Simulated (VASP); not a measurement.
CsGeF3: single point with r2SCAN

The system is CsGeF3.

```
Cs Ge F
1.0
     4.40659    0.00000    0.00000
     0.00000    4.49652    0.00000
     0.00000    0.00000    4.49652
Cs Ge F
1 1 3
Direct
  0.00000 0.00000 0.00000
  0.50000 0.50000 0.50000
  0.50000 0.50000 0.00000
  0.50000 0.00000 0.50000
  0.00000 0.50000 0.50000
```

This cell differs from its parent crystal: uniaxial x strain -2.0%.

```json
{
 "Program": "VASP 6.6.1",
 "Task": "single point",
 "Functional": "r2SCAN",
 "Potentials or basis": "VASP PAW PBE potentials, release 64 (Cs_sv, Ge_d, F)",
 "Cutoff": "520 eV",
 "k mesh": "6 × 6 × 6",
 "Occupations": "gaussian, width 0.01 eV",
 "Spin": "no spin polarisation"
}
```

```json
{"Pressure": "1.2 GPa", "Band gap on the k mesh": "1.94 eV"}
```

Stress tensor (GPa, compression positive):
```
2.05 0.00 0.00
0.00 0.74 0.00
0.00 0.00 0.74
```

Levels at points of the mesh, in eV from the valence-band top:
```csv
k point,band 20,band 21,band 22,band 23,band 24,band 25
"(0.00, 0.00, 0.00)",-4.69,-4.69,-4.65,4.61,4.70,5.52
"(0.50, 0.00, 0.00)",-5.05,-5.05,-2.64,3.05,5.20,5.20
"(0.00, 0.50, 0.00)",-4.91,-4.90,-2.75,2.92,5.20,5.48
"(0.50, 0.50, 0.00)",-4.81,-4.69,-1.23,2.96,3.17,5.21
"(0.00, 0.50, 0.50)",-5.00,-4.66,-1.33,3.01,3.01,5.59
"(0.50, 0.50, 0.50)",-4.66,-4.65,0.00,1.94,1.94,2.10
```

It took 2.3 min on 1 thread of Intel(R) Xeon(R) 6975P-C (Granite Rapids), on a shared host, peak memory 0.28 GiB.

Caveat: the cell differs from its parent crystal (uniaxial x strain -2.0%); the PAW data sets were made with another functional, which shifts forces and pressure a little; spin-orbit coupling is left out, which moves the levels of the heavy elements. A k mesh can miss the band edges.
